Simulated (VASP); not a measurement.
# LiCl (Fm-3m) in VASP: vibrations by perturbation theory with PBE

Aim: the vibrations by perturbation theory of LiCl with PBE.

Everything below comes from runs of VASP 6.6.1. Logs are shortened: lines on timing, memory, paths and dates and some standing lists are left out, and cuts for length are marked.

**1. The cell of the first run**

It takes space group Fm-3m (No. 225, cubic). Conventional cell: a = 5.150 Å, b = 5.150 Å, c = 5.150 Å, α = 90.00°, β = 90.00°, γ = 90.00°. Li (site symmetry m-3m) has 6 Cl at 2.58 Å within 3.4 Å. Within 3.4 Å of Cl (site symmetry m-3m) lie 6 Li at 2.58 Å.

**2. Vibrations by perturbation theory, PBE**

Contents of INCAR:

```
PREC = Accurate
ENCUT = 520
EDIFF = 1E-8
ISMEAR = 0
SIGMA = 0.01
LREAL = F
LASPH = T
NELM = 100
ALGO = Normal
ISIF = 2
LWAVE = F
LCHARG = F
GGA = PE
NBANDS = 12
IBRION = 8
NSW = 1
LEPSILON = T
```

Contents of KPOINTS:

```
Automatic mesh
0
Gamma
  8 8 8
```

Contents of POSCAR:

```
LiCl
1.0
    0.0000000000      2.5750153216      2.5750153216
    2.5750153216      0.0000000000      2.5750153216
    2.5750153216      2.5750153216      0.0000000000
Li Cl
1 1
Direct
    0.0000000000      0.0000000000      0.0000000000
    0.5000000000      0.5000000000      0.5000000000
```

Potentials or basis: VASP PAW PBE potentials, release 64 (Li_sv, Cl).

Command:

```console
$ cat potpaw_PBE.64/Li_sv/POTCAR potpaw_PBE.64/Cl/POTCAR > POTCAR
$ mpirun -np 1 vasp_std > vasp.out
```

OUTCAR:

```text
PREC = Accurate
   ENCUT = 520
   EDIFF = 1E-8
   ISMEAR = 0
   LREAL = F
   LASPH = T
   NELM = 100
   ISIF = 2
   GGA = PE
   IBRION = 8
   NSW = 1
   LEPSILON = T

 ion  position               nearest neighbor table
   1  0.000  0.000  0.000-   2 2.58   2 2.58   2 2.58   2 2.58   2 2.58   2 2.58
   2  0.500  0.500  0.500-   1 2.58   1 2.58   1 2.58   1 2.58   1 2.58   1 2.58

  LATTYP: Found a face centered cubic cell.
 ALAT       =     5.1500306432

  Lattice vectors:

 A1 = (   0.0000000000,   2.5750153216,   2.5750153216)
 A2 = (   2.5750153216,   0.0000000000,   2.5750153216)
 A3 = (   2.5750153216,   2.5750153216,   0.0000000000)

Analysis of symmetry for initial positions (statically):
=====================================================================
 Subroutine PRICEL returns:
 Original cell was already a primitive cell.

 Routine SETGRP: Setting up the symmetry group for a
 face centered cubic supercell.

 Subroutine GETGRP returns: Found 48 space group operations
 (whereof 48 operations were pure point group operations)
 out of a pool of 48 trial point group operations.

The static configuration has the point symmetry O_h .

Analysis of symmetry for dynamics (positions and initial velocities):
=====================================================================
 Subroutine PRICEL returns:
 Original cell was already a primitive cell.

 Routine SETGRP: Setting up the symmetry group for a
 face centered cubic supercell.

 Subroutine GETGRP returns: Found 48 space group operations
 (whereof 48 operations were pure point group operations)
 out of a pool of 48 trial point group operations.

The dynamic configuration has the point symmetry O_h .

 Subroutine INISYM returns: Found 48 space group operations
 (whereof 48 operations are pure point group operations),
 and found     1 'primitive' translations

----------------------------------------------------------------------------------------

                                     Primitive cell

  volume of cell :      34.1483

  direct lattice vectors                    reciprocal lattice vectors
     0.000000000  2.575015322  2.575015322    -0.194173602  0.194173602  0.194173602
     2.575015322  0.000000000  2.575015322     0.194173602 -0.194173602  0.194173602
     2.575015322  2.575015322  0.000000000     0.194173602  0.194173602 -0.194173602

  length of vectors
     3.641621591  3.641621591  3.641621591     0.336318544  0.336318544  0.336318544

  position of ions in fractional coordinates (direct lattice)
     0.000000000  0.000000000  0.000000000
     0.500000000  0.500000000  0.500000000

  ion indices of the primitive-cell ions
   primitive index   ion index
                 1           1
                 2           2

----------------------------------------------------------------------------------------

 KPOINTS: Automatic mesh

Automatic generation of k-mesh.
 Grid dimensions read from file:
 generate k-points for:    8    8    8

 Generating k-lattice:

  Cartesian coordinates                     Fractional coordinates (reciprocal lattice)
    -0.024271700  0.024271700  0.024271700     0.125000000  0.000000000  0.000000000
     0.024271700 -0.024271700  0.024271700     0.000000000  0.125000000  0.000000000
     0.024271700  0.024271700 -0.024271700     0.000000000  0.000000000  0.125000000
[... 508 lines left out ...]
  free energy    TOTEN  =        -0.20871835 eV

  energy without entropy =       -0.20871835

------------------------ aborting loop because EDIFF is reached ----------------------------------------

--------------------------------------- Ionic step        2  -------------------------------------------

------------------------ aborting loop because EDIFF is reached ----------------------------------------

--------------------------------------- Ionic step        3  -------------------------------------------

------------------------ aborting loop because EDIFF is reached ----------------------------------------

 PIEZOELECTRIC TENSOR FIELD DIRECTION 3  (e Angst)
 -----------------------------------------------------------------------------
    -0.00038  0.00000  0.00000           ( -0.00000  0.00000  0.00000)
     0.00000 -0.00038  0.00000           (  0.00000 -0.00000  0.00000)
     0.00000 -0.00000 -0.00019           (  0.00000  0.00000 -0.00000)

 PIEZOELECTRIC TENSOR FIELD DIRECTION 3  (C/m^2)
 -----------------------------------------------------------------------------
    -0.00018  0.00000  0.00000
     0.00000 -0.00018  0.00000
     0.00000 -0.00000 -0.00009

--------------------------------------- Ionic step        4  -------------------------------------------

------------------------ aborting loop because EDIFF is reached ----------------------------------------

[... ionic steps 5 to 6 ...]

--------------------------------------- Ionic step        7  -------------------------------------------

 Free energy of the ion-electron system (eV)
  ---------------------------------------------------
  ---------------------------------------------------
  free energy    TOTEN  =        -0.19010134 eV

  energy without entropy =       -0.19010134

------------------------ aborting loop because EDIFF is reached ----------------------------------------

 INTERNAL STRAIN TENSOR  FOR ION    2  DIRECTION 1   (eV/Angst):
 -----------------------------------------------------------------------------
     0.00267 -0.00000  0.00000
    -0.00000  0.00890 -0.00000
     0.00000 -0.00000  0.00890

 MACROSCOPIC STATIC DIELECTRIC TENSOR (including local field effects in DFT)
 ------------------------------------------------------
           2.954648     0.000000    -0.000000
           0.000000     2.954648    -0.000000
          -0.000000    -0.000000     2.954648
 ------------------------------------------------------

 PIEZOELECTRIC TENSOR (including local field effects)  for field in x, y, z        (e  Angst)
          XX          YY          ZZ          XY          YZ          ZX
  --------------------------------------------------------------------------------
  x     0.00000     0.00000     0.00000     0.00000     0.00000     0.00000
  y     0.00000     0.00000     0.00000     0.00000     0.00000     0.00000
  z     0.00000     0.00000     0.00000     0.00000     0.00000     0.00000

 PIEZOELECTRIC TENSOR (including local field effects)  for field in x, y, z        (C/m^2)
          XX          YY          ZZ          XY          YZ          ZX
  --------------------------------------------------------------------------------
  x     0.00000     0.00000     0.00000     0.00000     0.00000     0.00000
  y     0.00000     0.00000     0.00000     0.00000     0.00000     0.00000
  z     0.00000     0.00000     0.00000     0.00000     0.00000     0.00000

 BORN EFFECTIVE CHARGES (including local field effects) (in |e|, cummulative output)
 ---------------------------------------------------------------------------------
 ion    1
    1     1.18937     0.00000     0.00000
    2     0.00000     1.18937     0.00000
    3     0.00000     0.00000     1.18937
 ion    2
    1    -1.18937     0.00000     0.00000
    2     0.00000    -1.18937     0.00000
    3     0.00000     0.00000    -1.18937

 INTERNAL STRAIN TENSOR FOR ION    2 for displacements in x,y,z  (eV/Angst):
          X           Y           Z          XY          YZ          ZX
  --------------------------------------------------------------------------------
  x     0.00000     0.00000     0.00000     0.00000     0.00000     0.00000
  y     0.00000     0.00000     0.00000     0.00000     0.00000     0.00000
  z     0.00000     0.00000     0.00000     0.00000     0.00000     0.00000

 SECOND DERIVATIVES (NOT SYMMETRIZED)
 ------------------------------------
               1X          1Y          1Z          2X          2Y          2Z
  1X    -0.609695    0.000000    0.000000    0.609695    0.000000    0.000000
  1Y     0.000000   -0.609695    0.000000    0.000000    0.609695    0.000000
  1Z     0.000000    0.000000   -0.609695    0.000000    0.000000    0.609695
  2X     0.611358    0.000000    0.000000   -0.611358    0.000000    0.000000
  2Y     0.000000    0.611358    0.000000    0.000000   -0.611358    0.000000
  2Z     0.000000    0.000000    0.611358    0.000000    0.000000   -0.611358

 Eigenvectors and eigenvalues of the dynamical matrix
 ----------------------------------------------------

   1 f  =    5.046899 THz    31.710599 2PiTHz  168.346417 cm-1    20.872286 meV
             X         Y         Z           dx          dy          dz
      0.000000  0.000000  0.000000     0.000000    0.913531    0.000000
      2.575015  2.575015  2.575015     0.000000   -0.406769    0.000000
[... 21 lines left out ...]
   6 f/i=    0.002554 THz     0.016048 2PiTHz    0.085196 cm-1     0.010563 meV
             X         Y         Z           dx          dy          dz
      0.000000  0.000000  0.000000     0.000000    0.000000   -0.406769
      2.575015  2.575015  2.575015     0.000000    0.000000   -0.913531

--------------------------------------------------------------------------------------------------------

 MACROSCOPIC STATIC DIELECTRIC TENSOR IONIC CONTRIBUTION
 ------------------------------------------------------
          12.277850     0.000000     0.000000
           0.000000    12.277850     0.000000
           0.000000     0.000000    12.277850
 ------------------------------------------------------

 ELASTIC MODULI CONTR FROM IONIC RELAXATION (kBar)
 Direction    XX          YY          ZZ          XY          YZ          ZX
 --------------------------------------------------------------------------------
 XX           0.0000      0.0000      0.0000      0.0000      0.0000      0.0000
 YY           0.0000      0.0000      0.0000      0.0000      0.0000      0.0000
 ZZ           0.0000      0.0000      0.0000      0.0000      0.0000      0.0000
 XY           0.0000      0.0000      0.0000      0.0000      0.0000      0.0000
 YZ           0.0000      0.0000      0.0000      0.0000      0.0000      0.0000
 ZX           0.0000      0.0000      0.0000      0.0000      0.0000      0.0000
 --------------------------------------------------------------------------------

 PIEZOELECTRIC TENSOR IONIC CONTR  for field in x, y, z        (C/m^2)
          XX          YY          ZZ          XY          YZ          ZX
  --------------------------------------------------------------------------------
  x     0.00000     0.00000     0.00000     0.00000     0.00000     0.00000
  y     0.00000     0.00000     0.00000     0.00000     0.00000     0.00000
  z     0.00000     0.00000     0.00000     0.00000     0.00000     0.00000
```

Run time: 3.3 min. Hardware: 1 thread of AMD EPYC 9R45 (Zen 5), shared host; peak memory 0.17 GiB.

Results:

```
Electronic dielectric tensor (diagonal)                 : 2.95
Born charges (mean of the diagonal)                     : Li +1.19; Cl -1.19 e
Highest phonon frequency at Γ, LO-TO splitting left out : 168 cm⁻¹
```

Phonon frequencies in cm⁻¹ (negative: imaginary):
```csv
q point,frequencies
"(0.000, 0.000, 0.000)",0 0 0 168 168 168
```

Electronic dielectric tensor:
```
2.95 0.00 0.00
0.00 2.95 0.00
0.00 0.00 2.95
```

Born effective charge tensors (e):
atom 1, Li
```
1.19 0.00 0.00
0.00 1.19 0.00
0.00 0.00 1.19
```
atom 2, Cl
```
-1.19  0.00  0.00
 0.00 -1.19  0.00
 0.00  0.00 -1.19
```
